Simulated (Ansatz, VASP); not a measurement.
**LiAl4O in VASP and in Ansatz**

```
Li Al O
1.0
     2.88539    0.00000    0.00000
    -1.44269    2.49882    0.00000
     0.00000    0.00000   13.99732
Li Al O
1 4 1
Direct
  0.00000 0.00000 0.53228
  0.66667 0.33333 0.69545
  0.00000 0.00000 0.86183
  0.00000 0.00000 0.19955
  0.66667 0.33333 0.36992
  0.66667 0.33333 0.14657
```

Change from the starting cell: species swapped into the MoWSe4 type (P3m1, No. 156).

Alike in both runs: functional PBE; k mesh 18 × 18 × 4; occupations gaussian, width 0.1 eV; no spin polarisation.

Ansatz relaxed the structure, and its values are those at the end. VASP's run is a single point on that final structure, the one shown.

```csv
,VASP,Ansatz
version,VASP 6.6.1,Ansatz 0.2.0
potentials or method,"VASP PAW PBE potentials, release 64 (Li_sv, Al, O), cutoff 520 eV","scalar-relativistic, plane waves, PAW"
valence electrons in the cell,21,21
```

VASP gave:

| Quantity | Value |
| --- | --- |
| gap on the k mesh at the Fermi level (eV) | none |
| rms of the force components (eV/Å) | 0.005 |

Task: Which values does Ansatz return?

Result: gap on the k mesh at the Fermi level (eV): none; rms of the force components (eV/Å): 0.001.

A gap of «none» marks a metal or a gap that the smearing closes. The functional is the same, so the differences come from potentials, cutoffs and numerics.

Noted on VASP's run: the cutoff is under 1.25 times that of the potentials, so the pressure is a little rough.
